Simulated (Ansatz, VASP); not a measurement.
## One calculation of K4InP2, two programs

```xyz
7
Lattice="2.8486 4.9339 0.0000 -2.8486 4.9339 0.0000 0.0000 -3.2893 9.0501" Properties=species:S:1:pos:R:3 pbc="T T T"
K     0.0000    3.2893    1.7119
K     0.0000    3.2893    7.3382
K     0.0000    0.0000    5.6922
K     0.0000    6.5786    3.3579
In    0.0000    0.0000    0.0000
P     0.0000    0.0000    2.4228
P     0.0000    6.5786    6.6274
```

Alike in both runs: functional PBEsol; k mesh 4 × 4 × 4; occupations gaussian, width 0.0139 eV; no spin polarisation.

Ansatz relaxed the structure, and its values are those at the end. VASP's run is a single point on that final structure, the one shown.

|  | VASP | Ansatz |
| --- | --- | --- |
| version | VASP 6.6.1 | Ansatz 0.2.0 |
| potentials or method | VASP PAW PBE potentials, release 64 (K_sv, In_d, P), cutoff 520 eV | PAW plane waves |
| valence electrons in the cell | 59 | 59 |

VASP gave:

| Item | Value |
| --- | --- |
| gap on the k mesh at the Fermi level (eV) | none |
| pressure (GPa) | 0.0 |
| rms of the force components (eV/Å) | 0.007 |

Estimate Ansatz's values.

gap on the k mesh at the Fermi level (eV): none; pressure (GPa): 0.0; rms of the force components (eV/Å): 0.002.

VASP's potentials were made for PBE, not for PBEsol. A gap of «none» marks a metal or a gap that the smearing closes. Ansatz's warnings: structure snapped to symmetry.
